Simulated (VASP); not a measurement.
# Bi2Se3 (P-1) in VASP: single point with PBE

Aim: the single point of Bi2Se3 with PBE.

All numbers are computed with VASP 6.6.1; they aren't measurements. Logs are shortened: lines on timing, memory, paths and dates and some standing lists are left out, and cuts for length are marked.

**1. The cell of the first run**

The typed cell holds 5 atoms: a = 9.946 Å, b = 9.809 Å, c = 9.772 Å, α = 24.11°, β = 24.56°, γ = 24.20°.

**2. Single point, PBE (equal xy, yz and zx shear strains of +3 %)**

Contents of INCAR:

```
ALGO     = Normal         # electronic algorithm
EDIFF    = 1E-6           # SCF threshold, eV
ENCUT    = 520            # plane-wave cutoff, eV
GGA      = PE             # functional
ISIF     = 2              # what is computed and relaxed
ISMEAR   = -1             # smearing method
LASPH    = True           # aspherical terms in the spheres
LCHARG   = False          # write CHGCAR
LREAL    = False          # projectors in reciprocal space
LWAVE    = False          # write WAVECAR
NBANDS   = 32             # bands
NELM     = 100            # most SCF steps
PREC     = Accurate       # precision mode
SIGMA    = 0.03           # smearing width, eV
```

Contents of KPOINTS:

```
k-points
0
Gamma
  6 6 6
```

Contents of POSCAR:

```
Bi2Se3
1.0
    2.2326189570      1.3702331160      9.5943421996
   -1.9103796366      1.3080881372      9.5321972207
    0.1073005297     -2.2487814033      9.5094505797
Bi Se
2 3
Direct
    0.4008000000      0.4008000000      0.4008000000
    0.5992000000      0.5992000000      0.5992000000
    0.0000000000      0.0000000000      0.0000000000
    0.2117000000      0.2117000000      0.2117000000
    0.7883000000      0.7883000000      0.7883000000
```

Potentials or basis: VASP PAW PBE potentials, release 64 (Bi_d, Se).

Command:

```console
$ cat potpaw_PBE.64/Bi_d/POTCAR potpaw_PBE.64/Se/POTCAR > POTCAR
$ mpirun -np 1 vasp_std > vasp.out
```

OUTCAR:

```text
EDIFF = 1E-6
   ENCUT = 520
   GGA = PE
   ISIF = 2
   ISMEAR = -1
   LASPH = True
   LREAL = False
   NELM = 100
   PREC = Accurate

 ion  position               nearest neighbor table
   1  0.401  0.401  0.401-   5 2.82   5 2.84   5 2.89   3 3.04   3 3.07   3 3.12
   2  0.599  0.599  0.599-   4 2.82   4 2.84   4 2.89   3 3.04   3 3.07   3 3.12
   3  0.000  0.000  0.000-   2 3.04   1 3.04   1 3.07   2 3.07   2 3.12   1 3.12
   4  0.212  0.212  0.212-   2 2.82   2 2.84   2 2.89
   5  0.788  0.788  0.788-   1 2.82   1 2.84   1 2.89

  LATTYP: Found a triclinic cell.
 ALAT       =     4.1439306634
 B/A-ratio  =     0.9868313716
 C/A-ratio  =     2.5410418799
 COS(alpha) =     0.0032042949
 COS(beta)  =     0.3730109705
 COS(gamma) =     0.4801591939

  Lattice vectors:

 A1 = (   4.1429985936,   0.0621449788,   0.0621449789)
 A2 = (   2.0176801663,  -3.5568695405,  -0.0227466410)
 A3 = (   4.0356980639,   2.3109263821,  -9.4473056008)

Analysis of symmetry for initial positions (statically):
=====================================================================
 Subroutine PRICEL returns:
 Original cell was already a primitive cell.

 Routine SETGRP: Setting up the symmetry group for a
 triclinic supercell.

 Subroutine GETGRP returns: Found  2 space group operations
 (whereof  2 operations were pure point group operations)
 out of a pool of  2 trial point group operations.

The static configuration has the point symmetry S_2 .

Analysis of symmetry for dynamics (positions and initial velocities):
=====================================================================
 Subroutine PRICEL returns:
 Original cell was already a primitive cell.

 Routine SETGRP: Setting up the symmetry group for a
 triclinic supercell.

 Subroutine GETGRP returns: Found  2 space group operations
 (whereof  2 operations were pure point group operations)
 out of a pool of  2 trial point group operations.

The dynamic configuration has the point symmetry S_2 .

 Subroutine INISYM returns: Found  2 space group operations
 (whereof  2 operations are pure point group operations),
 and found     1 'primitive' translations

----------------------------------------------------------------------------------------

                                     Primitive cell

  volume of cell :     141.7950
[... 93 lines left out ...]
   ENCUT  =  520.0 eV  38.22 Ry    6.18 a.u.  18.49 18.24 18.17*2*pi/ulx,y,z
   NELM   =    100;   NELMIN=  2; NELMDL= -5     # of ELM steps
   EDIFF  = 0.1E-05   stopping-criterion for ELM
   LREAL  =      F    real-space projection
   EDIFFG = 0.1E-04   stopping-criterion for IOM
   NSW    =      0    number of steps for IOM
   IBRION =     -1    ionic relax: 0-MD 1-quasi-New 2-CG
   NFREE  =      0    steps in history (QN), initial steepest desc. (CG)
   ISIF   =      2    stress and relaxation
   ISYM   =      2    0-nonsym 1-usesym 2-fastsym
   POTIM  = 0.5000    time-step for ionic-motion
   TEBEG  =    0.0;   TEEND  =   0.0 temperature during run
   PSTRESS=    0.0 pullay stress
   NELECT =      48.0000    total number of electrons
   NUPDOWN=      -1.0000    fix difference up-down
   EMIN   =  10.00;   EMAX   =-10.00  energy-range for DOS
   EFERMI =   0.00;   METHOD = LEGACY
   ISMEAR =    -1;   SIGMA  =   0.03  broadening in eV -4-tet -1-fermi 0-gaus
   EFERMI_NEDOS =   21; number of points for ismear=-14 and -15
   IALGO  =     38    algorithm
   IMIX   =      4    mixing-type and parameters
     AMIX     =   0.40;   BMIX     =  1.00
     AMIX_MAG =   1.60;   BMIX_MAG =  1.00
  volume/ion in A,a.u.               =      28.36       191.38
  Fermi-wavevector in a.u.,A,eV,Ry     =   1.140954  2.156091 17.711751  1.301777
  Thomas-Fermi vector in A             =   2.277656
   LORBIT       =      0    0 simple, 1 ext, 2 COOP (PROOUT), +10 PAW based schemes
   GGA     = PE    functional components
   LHFCALC =     F    Hartree Fock is set to
   AEXX    =    0.0000 exact exchange contribution
   IVDW    =     0    specifies the selected vdW correction
   LEPSILON=     F    determine dielectric tensor
   LRPA    =     F    only Hartree local field effects (RPA)
 non-spin polarized calculation
  energy-cutoff  :      520.00
  volume of cell :      141.79
 maximum number of plane-waves:      3852
 NGX is ok and might be reduce to    80
   NGX = 37   NGY = 37   NGZ = 37

 number of electron      47.9999997 magnetization

 Free energy of the ion-electron system (eV)
  ---------------------------------------------------
  ext. energy  EPLUGINS =         0.00000000
  ---------------------------------------------------
  free energy    TOTEN  =       -20.11587969 eV

  energy without entropy =      -20.11579729  energy(sigma->0) =      -20.11583849

 E-fermi :   5.0756     XC(G=0):  -9.5007

 val. band max:        4.9742968757   @ k =   0.0000   0.0000   0.0000
 cond. band min:       5.1768529677   @ k =   0.0000   0.0000   0.0000
 fundamental gap:      0.2025560920
 Fermi energy:         5.0755533485

 k-point     1 :       0.0000    0.0000    0.0000
  band No.  band energies     occupation
      1     -18.1626      2.00000
      2     -18.1615      2.00000
      3     -18.1543      2.00000
      4     -18.1529      2.00000
      5     -18.1466      2.00000
      6     -18.1446      2.00000
[... 829 lines left out ...]
     31      10.0728      0.00000
     32      10.8486      0.00000

 [... further k-points ...]

------------------------ aborting loop because EDIFF is reached ----------------------------------------

  FORCE on cell =-STRESS in cart. coord.  units (eV):
  Direction    XX          YY          ZZ          XY          YZ          ZX
  --------------------------------------------------------------------------------------
  -------------------------------------------------------------------------------------
  Total        3.0742902      1.5752823      2.3688342     -0.2201384     -1.5515490     -0.8407778
  in kB       34.7371837     17.7995136     26.7660579     -2.4873996    -17.5313453     -9.5001611
  external PRESSURE =      26.4342517 kB  Pullay stress =       0.0000000 kB

 VOLUME and BASIS-vectors are now :
 -----------------------------------------------------------------------------
  energy-cutoff  :      520.00
  volume of cell :      141.79
      direct lattice vectors                 reciprocal lattice vectors
     2.232618957  1.370233116  9.594342200     0.238901468  0.135332516  0.029307581
    -1.910379637  1.308088137  9.532197221    -0.244054789  0.142469801  0.036444865
     0.107300530 -2.248781403  9.509450580     0.003604409 -0.279351229  0.039057293

 POSITION                                       TOTAL-FORCE (eV/Angst)
 -----------------------------------------------------------------------------------
      0.17216      0.17216     11.47730         0.054735      0.102854     -0.184607
      0.25738      0.25738     17.15869        -0.054735     -0.102854      0.184607
      0.00000      0.00000      0.00000         0.000000     -0.000000     -0.000000
      0.09093      0.09093      6.06224         0.129497      0.239305     -0.196407
      0.33861      0.33861     22.57375        -0.129497     -0.239305      0.196407
 -----------------------------------------------------------------------------------
    total drift:                                0.000000      0.000000     -0.000000

  FREE ENERGIE OF THE ION-ELECTRON SYSTEM (eV)
  ---------------------------------------------------
  free  energy   TOTEN  =       -20.1158796913 eV

  energy  without entropy=      -20.1157972942  energy(sigma->0) =      -20.11583849
```

It took 59 min on 1 thread of Oxide Virtual Turin-like, shared host; peak memory 1.1 GiB.

Results:

```
Free energy            : -20.1159 eV
Pressure               : 2.6 GPa
Largest force          : 0.336 eV/Å
Band gap on the k mesh : 0.20 eV
```

Forces on the atoms (eV/Å):
```
Bi   0.055  0.103 -0.185
Bi  -0.055 -0.103  0.185
Se   0.000  0.000  0.000
Se   0.129  0.239 -0.196
Se  -0.129 -0.239  0.196
```

Caveat: the cell differs from its parent crystal (equal xy, yz and zx shear strains of +3 %); spin-orbit coupling is left out, which moves the levels of the heavy elements.
